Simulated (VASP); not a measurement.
# GaP (I-4m2) in VASP: a series of runs

GaP is run at these levels: PBE; tasks: single point.

All numbers are computed with VASP 6.6.1; they aren't measurements. Logs are shortened: lines on timing, memory, paths and dates and some standing lists are left out, and cuts for length are marked.

## Step 1: The cell of the first run

It takes space group I-4m2 (No. 119, tetragonal). The conventional cell has a = 3.854 Å, b = 3.854 Å, c = 5.505 Å, α = 90.00°, β = 90.00°, γ = 90.00°. Within 3.1 Å of Ga (site symmetry -4m2) lie 4 P at 2.37 Å. P (site symmetry -4m2) has 4 Ga at 2.37 Å within 3.1 Å.

## Step 2: Single point, PBE (z stretched by +1 %, then relaxed in part)

File INCAR:

```
  ALGO = Normal
  EDIFF = 1E-7
  ENCUT = 520
  GGA = PE
  ISIF = 2
  ISMEAR = -1
  LASPH = True
  LCHARG = True
  LELF = True
  LREAL = False
  LVHAR = True
  LWAVE = False
  NBANDS = 16
  NELM = 80
  PREC = Accurate
  SIGMA = 0.02
```

File KPOINTS:

```
k-points
0
Gamma
  14 14 14
```

File POSCAR:

```
GaP
1.0
    0.0000000000      2.7252500000      2.7525025000
    2.7252500000      0.0000000000      2.7525025000
    2.7252500000      2.7252500000      0.0000000000
Ga P
1 1
Direct
    0.0000000000      0.0000000000      0.0000000000
    0.2500000000      0.2500000000      0.2500000000
```

Potentials or basis: VASP PAW PBE potentials, release 64 (Ga_d, P).

On the command line:

```bash
$ cat potpaw_PBE.64/Ga_d/POTCAR potpaw_PBE.64/P/POTCAR > POTCAR
$ mpirun -np 1 vasp_std > vasp.out
```

OUTCAR:

```text
EDIFF = 1E-7
   ENCUT = 520
   GGA = PE
   ISIF = 2
   ISMEAR = -1
   LASPH = True
   LREAL = False
   NELM = 80
   PREC = Accurate

 ion  position               nearest neighbor table
   1  0.000  0.000  0.000-   2 2.37   2 2.37   2 2.37   2 2.37
   2  0.250  0.250  0.250-   1 2.37   1 2.37   1 2.37   1 2.37

  LATTYP: Found a body centered tetragonal cell.
 ALAT       =     3.8540855109
 C/A-ratio  =     1.4283556980

  Lattice vectors:

 A1 = (  -2.7252500000,   0.0000000000,   2.7525025000)
 A2 = (   2.7252500000,   0.0000000000,   2.7525025000)
 A3 = (   0.0000000000,   2.7252500000,  -2.7525025000)

Analysis of symmetry for initial positions (statically):
=====================================================================
 Subroutine PRICEL returns:
 Original cell was already a primitive cell.

 Routine SETGRP: Setting up the symmetry group for a
 body centered tetragonal supercell.

 Subroutine GETGRP returns: Found  8 space group operations
 (whereof  8 operations were pure point group operations)
 out of a pool of 16 trial point group operations.

The static configuration has the point symmetry D_2d.

Analysis of symmetry for dynamics (positions and initial velocities):
=====================================================================
 Subroutine PRICEL returns:
 Original cell was already a primitive cell.

 Routine SETGRP: Setting up the symmetry group for a
 body centered tetragonal supercell.

 Subroutine GETGRP returns: Found  8 space group operations
 (whereof  8 operations were pure point group operations)
 out of a pool of 16 trial point group operations.

The dynamic configuration has the point symmetry D_2d.

 Subroutine INISYM returns: Found  8 space group operations
 (whereof  8 operations are pure point group operations),
 and found     1 'primitive' translations

----------------------------------------------------------------------------------------

                                     Primitive cell

  volume of cell :      40.8856

  direct lattice vectors                    reciprocal lattice vectors
     0.000000000  2.725250000  2.752502500    -0.183469406  0.183469406  0.181652878
     2.725250000  0.000000000  2.752502500     0.183469406 -0.183469406  0.181652878
     2.725250000  2.725250000  0.000000000     0.183469406  0.183469406 -0.181652878

  length of vectors
     3.873403875  3.873403875  3.854085511     0.316733033  0.316733033  0.316733033

  position of ions in fractional coordinates (direct lattice)
[... 79 lines left out ...]
   EDIFF  = 0.1E-06   stopping-criterion for ELM
   LREAL  =      F    real-space projection
   EDIFFG = 0.1E-05   stopping-criterion for IOM
   NSW    =      0    number of steps for IOM
   IBRION =     -1    ionic relax: 0-MD 1-quasi-New 2-CG
   NFREE  =      0    steps in history (QN), initial steepest desc. (CG)
   ISIF   =      2    stress and relaxation
   ISYM   =      2    0-nonsym 1-usesym 2-fastsym
   POTIM  = 0.5000    time-step for ionic-motion
   TEBEG  =    0.0;   TEEND  =   0.0 temperature during run
   PSTRESS=    0.0 pullay stress
   NELECT =      18.0000    total number of electrons
   NUPDOWN=      -1.0000    fix difference up-down
   EMIN   =  10.00;   EMAX   =-10.00  energy-range for DOS
   EFERMI =   0.00;   METHOD = LEGACY
   ISMEAR =    -1;   SIGMA  =   0.02  broadening in eV -4-tet -1-fermi 0-gaus
   EFERMI_NEDOS =   21; number of points for ismear=-14 and -15
   IALGO  =     38    algorithm
   IMIX   =      4    mixing-type and parameters
     AMIX     =   0.40;   BMIX     =  1.00
     AMIX_MAG =   1.60;   BMIX_MAG =  1.00
  volume/ion in A,a.u.               =      20.44       137.95
  Fermi-wavevector in a.u.,A,eV,Ry     =   1.245400  2.353465 21.102924  1.551021
  Thomas-Fermi vector in A             =   2.379624
   LORBIT       =      0    0 simple, 1 ext, 2 COOP (PROOUT), +10 PAW based schemes
   GGA     = PE    functional components
   LHFCALC =     F    Hartree Fock is set to
   AEXX    =    0.0000 exact exchange contribution
   IVDW    =     0    specifies the selected vdW correction
   LEPSILON=     F    determine dielectric tensor
   LRPA    =     F    only Hartree local field effects (RPA)
 non-spin polarized calculation
  energy-cutoff  :      520.00
  volume of cell :       40.89
 maximum number of plane-waves:      1119
 NGX is ok and might be reduce to    30
   NGX = 15   NGY = 15   NGZ = 15

 number of electron      17.9999992 magnetization

 Free energy of the ion-electron system (eV)
  ---------------------------------------------------
  ext. energy  EPLUGINS =         0.00000000
  ---------------------------------------------------
  free energy    TOTEN  =        -9.12314111 eV

  energy without entropy =       -9.12314111  energy(sigma->0) =       -9.12314111

 E-fermi :   4.9214     XC(G=0):  -9.7883

 val. band max:        4.5686552132   @ k =   0.0000   0.0000   0.0000
 cond. band min:       6.1306768757   @ k =   0.4286   0.0000   0.4286
 fundamental gap:      1.5620216626
 Fermi energy:         4.9214411177

 k-point     1 :       0.0000    0.0000    0.0000
  band No.  band energies     occupation
      1      -9.9851      2.00000
      2      -9.9821      2.00000
      3      -9.9821      2.00000
      4      -9.8872      2.00000
      5      -9.8856      2.00000
      6      -7.8670      2.00000
[... 433 lines left out ...]
      3      -9.9588      2.00000
      4      -9.8935      2.00000
      5      -9.8801      2.00000
      6      -6.9579      2.00000
[... 8 lines left out ...]
     15      14.8446      0.00000
     16      15.8901      0.00000

 [... further k-points ...]

------------------------ aborting loop because EDIFF is reached ----------------------------------------

  FORCE on cell =-STRESS in cart. coord.  units (eV):
  Direction    XX          YY          ZZ          XY          YZ          ZX
  --------------------------------------------------------------------------------------
  -------------------------------------------------------------------------------------
  Total        0.4801231      0.4801231      0.2910077      0.0000000      0.0000000     -0.0000000
  in kB       18.8145026     18.8145026     11.4036703      0.0000000      0.0000000     -0.0000000
  external PRESSURE =      16.3442252 kB  Pullay stress =       0.0000000 kB

 VOLUME and BASIS-vectors are now :
 -----------------------------------------------------------------------------
  energy-cutoff  :      520.00
  volume of cell :       40.89
      direct lattice vectors                 reciprocal lattice vectors
     0.000000000  2.725250000  2.752502500    -0.183469406  0.183469406  0.181652878
     2.725250000  0.000000000  2.752502500     0.183469406 -0.183469406  0.181652878
     2.725250000  2.725250000  0.000000000     0.183469406  0.183469406 -0.181652878

 POSITION                                       TOTAL-FORCE (eV/Angst)
 -----------------------------------------------------------------------------------
      0.00000      0.00000      0.00000         0.000000      0.000000     -0.000000
      1.36262      1.36262      1.37625        -0.000000     -0.000000      0.000000
 -----------------------------------------------------------------------------------
    total drift:                                0.000002      0.000002      0.000001

  FREE ENERGIE OF THE ION-ELECTRON SYSTEM (eV)
  ---------------------------------------------------
  free  energy   TOTEN  =        -9.1231411128 eV

  energy  without entropy=       -9.1231411128  energy(sigma->0) =       -9.12314111
```

Run time: 4.7 min. Hardware: 1 thread of Intel Xeon 8259CL, shared host; peak memory 0.29 GiB.

What came out:

```yaml
Free_energy: -9.1231 eV
Pressure: 1.6 GPa
Band_gap_on_the_k_mesh: 1.56 eV (least direct gap 1.72 eV)
```

Caveat: the cell differs from its parent crystal (z stretched by +1 %, then relaxed in part).

## Step 3: Single point, PBE (z stretched by +2 %, then relaxed in part)

File INCAR:

```
PREC = Accurate ; ENCUT = 520
EDIFF = 1E-6 ; ISMEAR = -1
SIGMA = 0.02 ; LREAL = F
LASPH = T ; NELM = 100
ALGO = Normal ; ISIF = 2
LWAVE = F ; LCHARG = T
GGA = PE ; LELF = T
LVHAR = T ; NBANDS = 16
```

File KPOINTS:

```
Automatic mesh
0
Gamma
  14 14 14
```

File POSCAR:

```
GaP
1.0
    0.0000000000      2.7252500000      2.7797550000
    2.7252500000      0.0000000000      2.7797550000
    2.7252500000      2.7252500000      0.0000000000
Ga P
1 1
Direct
    0.0000000000      0.0000000000      0.0000000000
    0.2500000000      0.2500000000      0.2500000000
```

Potentials or basis: VASP PAW PBE potentials, release 64 (Ga_d, P).

On the command line:

```bash
$ cat potpaw_PBE.64/Ga_d/POTCAR potpaw_PBE.64/P/POTCAR > POTCAR
$ mpirun -np 1 vasp_std > vasp.out
```

OUTCAR:

```text
PREC = Accurate
   ENCUT = 520
   EDIFF = 1E-6
   ISMEAR = -1
   LREAL = F
   LASPH = T
   NELM = 100
   ISIF = 2
   GGA = PE

 ion  position               nearest neighbor table
   1  0.000  0.000  0.000-   2 2.38   2 2.38   2 2.38   2 2.38
   2  0.250  0.250  0.250-   1 2.38   1 2.38   1 2.38   1 2.38

  LATTYP: Found a body centered tetragonal cell.
 ALAT       =     3.8540855109
 C/A-ratio  =     1.4424978336

  Lattice vectors:

 A1 = (  -2.7252500000,   0.0000000000,   2.7797550000)
 A2 = (   2.7252500000,   0.0000000000,   2.7797550000)
 A3 = (   0.0000000000,   2.7252500000,  -2.7797550000)

Analysis of symmetry for initial positions (statically):
=====================================================================
 Subroutine PRICEL returns:
 Original cell was already a primitive cell.

 Routine SETGRP: Setting up the symmetry group for a
 body centered tetragonal supercell.

 Subroutine GETGRP returns: Found  8 space group operations
 (whereof  8 operations were pure point group operations)
 out of a pool of 16 trial point group operations.

[... 161 lines left out ...]

 E-fermi :   4.8383     XC(G=0):  -9.7442

 val. band max:        4.4882780081   @ k =   0.0000   0.0000   0.0000
 cond. band min:       6.0202790581   @ k =   0.4286   0.0000   0.4286
 fundamental gap:      1.5320010500
 Fermi energy:         4.8383039333

 k-point     1 :       0.0000    0.0000    0.0000
  band No.  band energies     occupation
      1     -10.0705      2.00000
      2     -10.0644      2.00000
      3     -10.0644      2.00000
      4      -9.9744      2.00000
      5      -9.9712      2.00000
      6      -7.8927      2.00000
[... 433 lines left out ...]
      3     -10.0421      2.00000
      4      -9.9781      2.00000
      5      -9.9678      2.00000
      6      -7.0027      2.00000
[... 8 lines left out ...]
     15      14.7633      0.00000
     16      15.7495      0.00000

 [... further k-points ...]

------------------------ aborting loop because EDIFF is reached ----------------------------------------

  FORCE on cell =-STRESS in cart. coord.  units (eV):
  Direction    XX          YY          ZZ          XY          YZ          ZX
  --------------------------------------------------------------------------------------
  -------------------------------------------------------------------------------------
  Total        0.3259807      0.3259807     -0.0606117      0.0000000     -0.0000000      0.0000000
  in kB       12.6489155     12.6489155     -2.3518949      0.0000000     -0.0000000      0.0000000
  external PRESSURE =       7.6486454 kB  Pullay stress =       0.0000000 kB

 VOLUME and BASIS-vectors are now :
 -----------------------------------------------------------------------------
  energy-cutoff  :      520.00
  volume of cell :       41.29
      direct lattice vectors                 reciprocal lattice vectors
     0.000000000  2.725250000  2.779755000    -0.183469406  0.183469406  0.179871967
     2.725250000  0.000000000  2.779755000     0.183469406 -0.183469406  0.179871967
     2.725250000  2.725250000  0.000000000     0.183469406  0.183469406 -0.179871967

 POSITION                                       TOTAL-FORCE (eV/Angst)
 -----------------------------------------------------------------------------------
      0.00000      0.00000      0.00000         0.000000      0.000000      0.000000
      1.36262      1.36262      1.38988        -0.000000     -0.000000     -0.000000
 -----------------------------------------------------------------------------------
    total drift:                                0.000002      0.000002      0.000002

  FREE ENERGIE OF THE ION-ELECTRON SYSTEM (eV)
  ---------------------------------------------------
  free  energy   TOTEN  =        -9.1243752943 eV

  energy  without entropy=       -9.1243752943  energy(sigma->0) =       -9.12437529
```

OSZICAR:

```text
N       E                     dE             d eps       ncg     rms          rms(c)
DAV:   1     0.817183799076E+02    0.81718E+02   -0.90230E+03  8096   0.159E+03
DAV:   2    -0.299800004161E+01   -0.84716E+02   -0.80590E+02  9096   0.313E+02
DAV:   3    -0.928155137805E+01   -0.62836E+01   -0.62620E+01  9728   0.657E+01
DAV:   4    -0.938535595076E+01   -0.10380E+00   -0.10378E+00  9920   0.917E+00
DAV:   5    -0.938734107081E+01   -0.19851E-02   -0.19851E-02  9904   0.110E+00    0.416E+00
DAV:   6    -0.914898982224E+01    0.23835E+00   -0.37708E-01 12208   0.102E+01    0.274E+00
DAV:   7    -0.912352687581E+01    0.25463E-01   -0.91239E-02 10408   0.200E+00    0.110E+00
DAV:   8    -0.912382940965E+01   -0.30253E-03   -0.12971E-02  9352   0.137E+00    0.182E-01
DAV:   9    -0.912423014195E+01   -0.40073E-03   -0.13026E-03  9976   0.501E-01    0.816E-02
DAV:  10    -0.912430355114E+01   -0.73409E-04   -0.11105E-04 12392   0.111E-01    0.406E-02
DAV:  11    -0.912437564381E+01   -0.72093E-04   -0.98847E-05  9184   0.815E-02    0.502E-03
DAV:  12    -0.912437529433E+01    0.34948E-06   -0.27544E-06  9776   0.212E-02
   1 F= -.91243753E+01 E0= -.91243753E+01  d E =-.160474E-10
```

stdout:

```text
POSCAR found type information on POSCAR GaP
 POSCAR found :  2 types and       2 ions
 scaLAPACK will be used
 LDA part: xc-table for (Slater+PW92), standard interpolation
 POSCAR, INCAR and KPOINTS ok, starting setup
 FFT: planning ... GRIDC
 FFT: planning ... GRID_SOFT
 FFT: planning ... GRID
 WAVECAR not read
 entering main loop
```

It took 3.9 min on 1 thread of Intel Xeon 8259CL, shared host; peak memory 0.29 GiB.

Results:

| Item | Value |
| --- | --- |
| Free energy | -9.1244 eV |
| Pressure | 0.8 GPa |
| Band gap on the k mesh | 1.53 eV (least direct gap 1.62 eV) |

Stress tensor (GPa, compression positive):
```
 1.26  0.00  0.00
 0.00  1.26  0.00
 0.00  0.00 -0.24
```

Caveat: the cell differs from its parent crystal (z stretched by +2 %, then relaxed in part). A k mesh can miss the band edges.
